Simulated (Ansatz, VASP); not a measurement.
**Two plane-wave programs on Ca2SiN2**

File INCAR:

```
SYSTEM = Ca2SiN2
PREC     = Accurate       ! precision mode
ENCUT    = 600            ! plane-wave cutoff, eV
EDIFF    = 1E-6           ! SCF threshold, eV
ISMEAR   = 0              ! smearing method
SIGMA    = 0.1            ! smearing width, eV
LREAL    = .FALSE.        ! projectors in reciprocal space
LASPH    = .TRUE.         ! aspherical terms in the spheres
NELM     = 200            ! most SCF steps
ALGO     = Normal         ! electronic algorithm
ISIF     = 2              ! what is computed and relaxed
LWAVE    = .FALSE.        ! write WAVECAR
LCHARG   = .FALSE.        ! write CHGCAR
ISPIN    = 2              ! spin polarisation
MAGMOM   = 0 0 0 1 1      ! initial moments
LORBIT   = 11             ! projections on sites
GGA      = PE             ! functional
NBANDS   = 29             ! bands
GGA_COMPAT= .FALSE.
```

The input KPOINTS:

```
regular mesh
0
G
  6 6 4
  0 0 0
```

File POSCAR:

```
Ca2SiN2
1.0
    4.5035534300      0.0000000000      0.0000000000
   -2.2517767200      3.9001916800      0.0000000000
    0.0000000000      0.0000000000      5.0127691100
Ca Si N
2 1 2
Direct
    0.3333333300      0.6666666700      0.5000000000
    0.6666666700      0.3333333300      0.5000000000
    0.0000000000      0.0000000000      0.5000000000
    0.0000000000      0.0000000000      0.1174480600
    0.0000000000      0.0000000000      0.8825519400
```

Input for Ansatz:

```yaml
crystal:
  lattice:
    - [4.50355343, 0.0, 0.0]
    - [-2.25177672, 3.90019168, 0.0]
    - [0.0, 0.0, 5.01276911]
  atoms:
    - { symbol: Ca, position: [0.33333333, 0.66666667, 0.5] }
    - { symbol: Ca, position: [0.66666667, 0.33333333, 0.5] }
    - { symbol: Si, position: [0.0, 0.0, 0.5] }
    - { symbol: "N", position: [0.0, 0.0, 0.11744806], spin: 1.0 }
    - { symbol: "N", position: [0.0, 0.0, 0.88255194], spin: 1.0 }
basis:
  ecutwfc: 420
kpoints:
  mp_grid: { grid: [6, 6, 4] }
hamiltonian:
  xc: pbe
scf:
  occupations: { method: gaussian, width: 0.1 }
  lower_state_search: "off"
output:
  forces: true
  stress: true
  eigenvalues: true
  populations: true
magnetization:
  spin_polarized: true
```

Alike in both runs: task single point; functional PBE; k mesh 6 × 6 × 4; occupations gaussian, width 0.1 eV; collinear spin.

|  | VASP | Ansatz |
| --- | --- | --- |
| version | VASP 6.6.1 | Ansatz 0.2.0 |
| potentials or method | VASP PAW PBE potentials, release 64 (Ca_sv, Si, N), cutoff 600 eV | scalar-relativistic, plane waves, PAW |
| valence electrons in the cell | 34 | 34 |

```tsv
	VASP	Ansatz	Ansatz less VASP
gap on the k mesh at the Fermi level (eV)	none	none	-
pressure (GPa)	24.8	24.3	-0.49
traceless stress, the component that is largest in VASP (GPa)	-12.87	-13.21	-0.340
rms of the force components (eV/Å)	1.677	1.483	-0.1938
net moment per atom (μB)	0.00	0.00	0.000
```

Atom by atom the forces differ by 0.194 eV/Å (rms over components). A gap of «none» marks a metal or a gap that the smearing closes. With one functional, cell and mesh, what is left measures potentials, basis and numerics. Ansatz's warnings: seeded moment not kept.

Noted on VASP's run: the standard files for N, O and F lose accuracy on very short bonds.
